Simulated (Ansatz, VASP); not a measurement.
## One calculation of CaSe, two programs

Contents of POSCAR:

```
CaSe
1.0
    3.6347849158      0.0000000000      0.0000000000
    0.0000000000      3.6347849158      0.0000000000
    0.0000000000      0.0000000000      3.6347849158
Ca Se
1 1
Direct
    0.0000000000      0.0000000000      0.0000000000
    0.5000000000      0.5000000000      0.5000000000
```

File INCAR.step1:

```
PREC = Accurate ; ENCUT = 520
ISMEAR = 0 ; SIGMA = 0.01
LREAL = False ; LASPH = True
NELM = 80 ; NBANDS = 15
GGA = PE ; ALGO = Normal
EDIFF = 1E-4 ; LWAVE = True
LCHARG = False
```

The input INCAR.step2:

```
PREC = Accurate ; ENCUT = 520
EDIFF = 1E-6 ; ISMEAR = 0
SIGMA = 0.01 ; LREAL = False
LASPH = True ; NELM = 80
ALGO = Normal ; ISIF = 2
LWAVE = False ; LCHARG = True
METAGGA = R2SCAN ; LMIXTAU = True
LELF = True ; LVHAR = True
NBANDS = 15 ; ISTART = 1
```

KPOINTS

```
Automatic mesh
0
Gamma
  8 8 8
```

Input for Ansatz:

```yaml
crystal:
  lattice:
    - [3.6347849158, 0.0, 0.0]
    - [0.0, 3.6347849158, 0.0]
    - [0.0, 0.0, 3.6347849158]
  atoms:
    - { symbol: Ca, position: [0.0, 0.0, 0.0] }
    - { symbol: Se, position: [0.5, 0.5, 0.5] }
kpoints:
  mp_grid: { grid: [8, 8, 8] }
  band_path:
    path:
      - [0.0, 0.0, 0.0]
      - [0.0, 0.5, 0.0]
      - [0.5, 0.5, 0.0]
      - [0.5, 0.5, 0.5]
      - [0.0, 0.5, 0.5]
    npoints: 1
hamiltonian:
  xc: r2scan
scf:
  occupations: { method: fixed }
  n_extra_bands: 4
output:
  forces: true
  stress: true
  eigenvalues: true
```

Alike in both runs: task single point; functional r2SCAN; k mesh 8 × 8 × 8; no spin polarisation.

```csv
,VASP,Ansatz
version,VASP 6.6.1,Ansatz 0.2.0
potentials or method,"VASP PAW PBE potentials, release 64 (Ca_sv, Se)","plane waves, PAW"
plane-wave cutoff (eV),520,500
occupations,"gaussian, width 0.01 eV",fixed
valence electrons in the cell,16,26
```

|  | VASP | Ansatz | Ansatz less VASP |
| --- | --- | --- | --- |
| gap on the k mesh at the Fermi level (eV) | 1.24 | 1.24 | -0.008 |
| pressure (GPa) | 0.2 | 0.0 | -0.24 |

VASP's potentials were made for PBE, not for r2SCAN. VASP's potentials hold 16 valence electrons a cell and Ansatz's 26, so a difference there can come from the potentials and not from the codes.
